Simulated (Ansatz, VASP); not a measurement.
Sb in VASP and in Ansatz

```
CELL_PARAMETERS angstrom
3.16000 0.00000 0.00000
0.00000 2.97040 0.00000
0.00000 0.00000 3.16000
ATOMIC_POSITIONS crystal
Sb 0.00000 0.00000 0.00000
```

Change from the starting cell: strain -0.0600 x Voigt [0, 1, 0, 0, 0, 0], atoms carried along.

Alike in both runs: task single point; functional PBE; k mesh 16 × 16 × 16; occupations gaussian, width 0.15 eV; no spin polarisation.

|  | VASP | Ansatz |
| --- | --- | --- |
| version | VASP 6.6.1 | Ansatz 0.2.0 |
| potentials or method | VASP PAW PBE potentials, release 64 (Sb), cutoff 520 eV | scalar-relativistic, plane waves, PAW |
| valence electrons in the cell | 5 | 15 |

```tsv
	VASP	Ansatz	Ansatz less VASP
gap on the k mesh at the Fermi level (eV)	none	none	-
pressure (GPa)	1.1	1.1	+0.01
traceless stress, the component that is largest in VASP (GPa)	5.02	4.98	-0.033
```

A gap of «none» marks a metal or a gap that the smearing closes. VASP's potentials hold 5 valence electrons a cell and Ansatz's 15, so a difference there can come from the potentials and not from the codes.

Spin-orbit coupling is off throughout.
